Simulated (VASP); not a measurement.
Runs of VASP 6.6.1 on Zn. The structure is that of space group P6_3/mmc (No. 194), or close to it. The cells are those of the table. 

```csv
cell,gap on the mesh (eV),pressure (GPa)
"a = 2.720, b = 2.720, c = 5.025 Å, angles 90.0, 90.0, 120.0°, 2 atoms",none,-7.4
"a = 2.653, b = 2.653, c = 4.903 Å, angles 90.0, 90.0, 120.0°, 2 atoms",none,-2.9
"a = 2.687, b = 2.687, c = 4.965 Å, angles 90.0, 90.0, 120.0°, 2 atoms",none,(a)
"a = 2.619, b = 2.619, c = 4.839 Å, angles 90.0, 90.0, 120.0°, 2 atoms",none,0.5
```

Alike in all rows: task single point; level r2SCAN; potentials or basis VASP PAW PBE potentials, release 64 (Zn); no spin polarisation; k mesh 23 × 23 × 11; cutoff (eV) 520; smearing fermi-dirac 0.1 eV.

Q: Fill in the values left out.

A: (a) -5.5.

Caveats: the PAW data sets were made with another functional, which shifts forces and pressure a little.

A gap of «none» marks levels without a gap at the run's occupations.
